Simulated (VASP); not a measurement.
# Ga3Ir2 (Pm-3m) in VASP: notebook

The runs below take Ga3Ir2 through single point, relaxation of cell and atoms, with PBE.

Program: VASP 6.6.1. These are calculated values, not measurements. Logs are shortened: lines on timing, memory, paths and dates and some standing lists are left out, and cuts for length are marked.

**1. The cell of the first run**

The structure is cubic, space group Pm-3m (No. 221). Conventional cell: a = 4.592 Å, b = 4.592 Å, c = 4.592 Å, α = 90.00°, β = 90.00°, γ = 90.00°. Ga (site symmetry 4/mmm) has 2 Ir at 2.30 Å within 3.0 Å. Ir (site symmetry m-3m) has 6 Ga at 2.30 Å within 3.0 Å. Within 4.3 Å of Ir (site symmetry m-3m) lie 12 Ga at 3.25 Å and 8 Ir at 3.98 Å.

The cell was built from a structure type or drawn by symmetry, and may not be a known phase.

**2. Single point, PBE**

INCAR

```
SYSTEM = Ga3Ir2
  PREC = Accurate
  ENCUT = 520
  EDIFF = 1E-7
  ISMEAR = 0
  SIGMA = 0.1
  LREAL = .False.
  LASPH = .True.
  NELM = 100
  ALGO = Fast
  ISIF = 2
  LWAVE = .False.
  LCHARG = .False.
  GGA = PE
  NBANDS = 36
```

KPOINTS

```
regular mesh
0
Gamma
  4 4 4
  0 0 0
```

POSCAR

```
Ga3Ir2
1.0
    4.5920715500      0.0000000000      0.0000000000
    0.0000000000      4.5920715500      0.0000000000
    0.0000000000      0.0000000000      4.5920715500
Ga Ir
3 2
Direct
    0.0000000000      0.5000000000      0.5000000000
    0.5000000000      0.0000000000      0.5000000000
    0.5000000000      0.5000000000      0.0000000000
    0.5000000000      0.5000000000      0.5000000000
    0.0000000000      0.0000000000      0.0000000000
```

Potentials or basis: VASP PAW PBE potentials, release 64 (Ga_d, Ir).

Launch:

```bash
$ cat potpaw_PBE.64/Ga_d/POTCAR potpaw_PBE.64/Ir/POTCAR > POTCAR
$ mpirun -np 1 vasp_std > vasp.out
```

OUTCAR:

```text
SYSTEM = Ga3Ir2
   PREC = Accurate
   ENCUT = 520
   EDIFF = 1E-7
   ISMEAR = 0
   LREAL = .False.
   LASPH = .True.
   NELM = 100
   ISIF = 2
   GGA = PE

 ion  position               nearest neighbor table
   1  0.000  0.500  0.500-   4 2.30   4 2.30
   2  0.500  0.000  0.500-   4 2.30   4 2.30
   3  0.500  0.500  0.000-   4 2.30   4 2.30
   4  0.500  0.500  0.500-   1 2.30   2 2.30   3 2.30   3 2.30   2 2.30   1 2.30
   5  0.000  0.000  0.000-

  LATTYP: Found a simple cubic cell.
 ALAT       =     4.5920715500

  Lattice vectors:

 A1 = (   4.5920715500,   0.0000000000,   0.0000000000)
 A2 = (   0.0000000000,   4.5920715500,   0.0000000000)
 A3 = (   0.0000000000,   0.0000000000,   4.5920715500)

Analysis of symmetry for initial positions (statically):
=====================================================================
 Subroutine PRICEL returns:
 Original cell was already a primitive cell.

 Routine SETGRP: Setting up the symmetry group for a
 simple cubic supercell.

 Subroutine GETGRP returns: Found 48 space group operations
 (whereof 48 operations were pure point group operations)
 out of a pool of 48 trial point group operations.

The static configuration has the point symmetry O_h .

Analysis of symmetry for dynamics (positions and initial velocities):
=====================================================================
 Subroutine PRICEL returns:
 Original cell was already a primitive cell.

 Routine SETGRP: Setting up the symmetry group for a
 simple cubic supercell.

 Subroutine GETGRP returns: Found 48 space group operations
 (whereof 48 operations were pure point group operations)
 out of a pool of 48 trial point group operations.

The dynamic configuration has the point symmetry O_h .

 Subroutine INISYM returns: Found 48 space group operations
 (whereof 48 operations are pure point group operations),
 and found     1 'primitive' translations

----------------------------------------------------------------------------------------

                                     Primitive cell

  volume of cell :      96.8336

  direct lattice vectors                    reciprocal lattice vectors
     4.592071550  0.000000000  0.000000000     0.217766642  0.000000000  0.000000000
     0.000000000  4.592071550  0.000000000     0.000000000  0.217766642  0.000000000
     0.000000000  0.000000000  4.592071550     0.000000000  0.000000000  0.217766642

  length of vectors
     4.592071550  4.592071550  4.592071550     0.217766642  0.217766642  0.217766642

  position of ions in fractional coordinates (direct lattice)
     0.000000000  0.500000000  0.500000000
     0.500000000  0.000000000  0.500000000
     0.500000000  0.500000000  0.000000000
     0.500000000  0.500000000  0.500000000
     0.000000000  0.000000000  0.000000000

  ion indices of the primitive-cell ions
   primitive index   ion index
                 1           1
                 2           2
                 3           3
                 4           4
                 5           5

----------------------------------------------------------------------------------------

 KPOINTS: regular mesh

Automatic generation of k-mesh.
 Grid dimensions read from file:
 generate k-points for:    4    4    4

 Generating k-lattice:

  Cartesian coordinates                     Fractional coordinates (reciprocal lattice)
     0.054441660  0.000000000  0.000000000     0.250000000  0.000000000  0.000000000
     0.000000000  0.054441660  0.000000000     0.000000000  0.250000000  0.000000000
     0.000000000  0.000000000  0.054441660     0.000000000  0.000000000  0.250000000

  Length of vectors
     0.054441660  0.054441660  0.054441660

  Shift w.r.t. Gamma in fractional coordinates (k-lattice)
     0.000000000  0.000000000  0.000000000

 Subroutine IBZKPT returns following result:
 ===========================================

 Found     10 irreducible k-points:

 Following reciprocal coordinates:
            Coordinates               Weight
  0.000000  0.000000  0.000000      1.000000
  0.250000  0.000000  0.000000      6.000000
  0.500000  0.000000  0.000000      3.000000
  0.250000  0.250000  0.000000     12.000000
  0.500000  0.250000  0.000000     12.000000
  0.500000  0.500000  0.000000      3.000000
  0.250000  0.250000  0.250000      8.000000
  0.500000  0.250000  0.250000     12.000000
  0.500000  0.500000  0.250000      6.000000
  0.500000  0.500000  0.500000      1.000000
   k-points           NKPTS =     10   k-points in BZ     NKDIM =     10   number of bands    NBANDS=     36
   number of dos      NEDOS =    301   number of ions     NIONS =      5
   total plane-waves  NPLWV =  46656
   dimension x,y,z NGX =    36 NGY =   36 NGZ =   36
   dimension x,y,z NGXF=    72 NGYF=   72 NGZF=   72
   ions per type =               3   2
   NGX,Y,Z   is equivalent  to a cutoff of  13.03, 13.03, 13.03 a.u.
   NGXF,Y,Z  is equivalent  to a cutoff of  26.07, 26.07, 26.07 a.u.
 SYSTEM =  Ga3Ir2
   PREC   = accura    normal or accurate (medium, high low for compatibility)
   ISTART =      0    job   : 0-new  1-cont  2-samecut
   ICHARG =      2    charge: 1-file 2-atom 10-const
   ISPIN  =      1    spin polarized calculation?
   LNONCOLLINEAR =      F non collinear calculations
   LSORBIT =      F    spin-orbit coupling
   LASPH  =      T    aspherical Exc in radial PAW
   ENCUT  =  520.0 eV  38.22 Ry    6.18 a.u.   8.54  8.54  8.54*2*pi/ulx,y,z
   NELM   =    100;   NELMIN=  2; NELMDL= -5     # of ELM steps
   EDIFF  = 0.1E-06   stopping-criterion for ELM
   LREAL  =      F    real-space projection
   EDIFFG = 0.1E-05   stopping-criterion for IOM
   NSW    =      0    number of steps for IOM
   IBRION =     -1    ionic relax: 0-MD 1-quasi-New 2-CG
   NFREE  =      0    steps in history (QN), initial steepest desc. (CG)
   ISIF   =      2    stress and relaxation
   ISYM   =      2    0-nonsym 1-usesym 2-fastsym
   POTIM  = 0.5000    time-step for ionic-motion
   TEBEG  =    0.0;   TEEND  =   0.0 temperature during run
   PSTRESS=    0.0 pullay stress
   NELECT =      57.0000    total number of electrons
   NUPDOWN=      -1.0000    fix difference up-down
   EMIN   =  10.00;   EMAX   =-10.00  energy-range for DOS
   EFERMI =   0.00;   METHOD = LEGACY
   ISMEAR =     0;   SIGMA  =   0.10  broadening in eV -4-tet -1-fermi 0-gaus
   EFERMI_NEDOS =   21; number of points for ismear=-14 and -15
   IALGO  =     68    algorithm
   IMIX   =      4    mixing-type and parameters
     AMIX     =   0.40;   BMIX     =  1.00
     AMIX_MAG =   1.60;   BMIX_MAG =  1.00
  volume/ion in A,a.u.               =      19.37       130.69
  Fermi-wavevector in a.u.,A,eV,Ry     =   1.372012  2.592726 25.611825  1.882416
  Thomas-Fermi vector in A             =   2.497657
   LORBIT       =      0    0 simple, 1 ext, 2 COOP (PROOUT), +10 PAW based schemes
   GGA     = PE    functional components
   LHFCALC =     F    Hartree Fock is set to
   AEXX    =    0.0000 exact exchange contribution
   IVDW    =     0    specifies the selected vdW correction
   LEPSILON=     F    determine dielectric tensor
   LRPA    =     F    only Hartree local field effects (RPA)
 non-spin polarized calculation
 RMM-DIIS sequential band-by-band and
 Gauss-broadening in eV      SIGMA  =   0.10
  energy-cutoff  :      520.00
  volume of cell :       96.83
 maximum number of plane-waves:      2624
 NGX is ok and might be reduce to    36
   NGX = 17   NGY = 17   NGZ = 17

 number of electron      57.0000041 magnetization

 Free energy of the ion-electron system (eV)
  ---------------------------------------------------
  ext. energy  EPLUGINS =         0.00000000
  ---------------------------------------------------
  free energy    TOTEN  =       -23.60242055 eV

  energy without entropy =      -23.59663443  energy(sigma->0) =      -23.59952749

 E-fermi :   5.0939     XC(G=0): -11.1684

 val. band max:        4.9714066577   @ k =   0.2500   0.2500   0.2500
 cond. band min:       5.1057857694   @ k =   0.0000   0.0000   0.0000
 fundamental gap:      0.1343791117
 Fermi energy:         5.0939248779

 k-point     1 :       0.0000    0.0000    0.0000
  band No.  band energies     occupation
      1      -9.9157      2.00000
      2      -9.8783      2.00000
      3      -9.8783      2.00000
      4      -9.7872      2.00000
      5      -9.7872      2.00000
      6      -9.7872      2.00000
[... 28 lines left out ...]
     35       9.0802      0.00000
     36      10.5422      0.00000

 k-point     2 :       0.2500    0.0000    0.0000
  band No.  band energies     occupation
      1      -9.9038      2.00000
      2      -9.8773      2.00000
      3      -9.7828      2.00000
      4      -9.7826      2.00000
      5      -9.7423      2.00000
      6      -9.7423      2.00000
[... 28 lines left out ...]
     35       9.2197      0.00000
     36      10.0309      0.00000

 k-point     3 :       0.5000    0.0000    0.0000
  band No.  band energies     occupation
      1      -9.9019      2.00000
      2      -9.8763      2.00000
      3      -9.7782      2.00000
      4      -9.6754      2.00000
      5      -9.6634      2.00000
      6      -9.6634      2.00000
[... 28 lines left out ...]
     35       9.1446      0.00000
     36      11.2359      0.00000
[... 196 lines left out ...]
 k-point     9 :       0.5000    0.5000    0.2500
  band No.  band energies     occupation
      1      -9.7851      2.00000
      2      -9.6907      2.00000
      3      -9.6907      2.00000
      4      -9.6520      2.00000
      5      -9.6520      2.00000
      6      -9.6470      2.00000
[... 28 lines left out ...]
     35      11.4877      0.00000
     36      12.8655      0.00000

 k-point    10 :       0.5000    0.5000    0.5000
  band No.  band energies     occupation
      1      -9.6946      2.00000
      2      -9.6946      2.00000
      3      -9.6946      2.00000
      4      -9.6601      2.00000
      5      -9.6516      2.00000
      6      -9.6516      2.00000
[... 28 lines left out ...]
     35      12.9998      0.00000
     36      12.9999      0.00000

------------------------ aborting loop because EDIFF is reached ----------------------------------------

  FORCE on cell =-STRESS in cart. coord.  units (eV):
  Direction    XX          YY          ZZ          XY          YZ          ZX
  --------------------------------------------------------------------------------------
  -------------------------------------------------------------------------------------
  Total        4.1464898      4.1464898      4.1464898     -0.0000000     -0.0000000      0.0000000
  in kB       68.6064968     68.6064968     68.6064968     -0.0000000     -0.0000000      0.0000000
  external PRESSURE =      68.6064968 kB  Pullay stress =       0.0000000 kB

 VOLUME and BASIS-vectors are now :
 -----------------------------------------------------------------------------
  energy-cutoff  :      520.00
  volume of cell :       96.83
      direct lattice vectors                 reciprocal lattice vectors
     4.592071550  0.000000000  0.000000000     0.217766642  0.000000000  0.000000000
     0.000000000  4.592071550  0.000000000     0.000000000  0.217766642  0.000000000
     0.000000000  0.000000000  4.592071550     0.000000000  0.000000000  0.217766642

 POSITION                                       TOTAL-FORCE (eV/Angst)
 -----------------------------------------------------------------------------------
      0.00000      2.29604      2.29604         0.000000      0.000000      0.000000
      2.29604      0.00000      2.29604         0.000000      0.000000      0.000000
      2.29604      2.29604      0.00000         0.000000      0.000000      0.000000
      2.29604      2.29604      2.29604         0.000000      0.000000      0.000000
      0.00000      0.00000      0.00000         0.000000      0.000000      0.000000
 -----------------------------------------------------------------------------------
    total drift:                                0.000000      0.000000      0.000000

  FREE ENERGIE OF THE ION-ELECTRON SYSTEM (eV)
  ---------------------------------------------------
  free  energy   TOTEN  =       -23.6024205455 eV

  energy  without entropy=      -23.5966344344  energy(sigma->0) =      -23.59952749
```

Run time: 94 s. Hardware: 1 thread of Intel Xeon 8259CL, shared host; peak memory 0.21 GiB.

What came out:

| Quantity | Value |
| --- | --- |
| Free energy | -23.6024 eV |
| Pressure | 6.9 GPa |
| Band gap on the k mesh | zero (an odd number of electrons rules out a gap without spin polarisation) |

Caveat: the cell stands under pressure; spin-orbit coupling is left out, which moves the levels of the heavy elements.

(Part 1 of 2 ends here.)
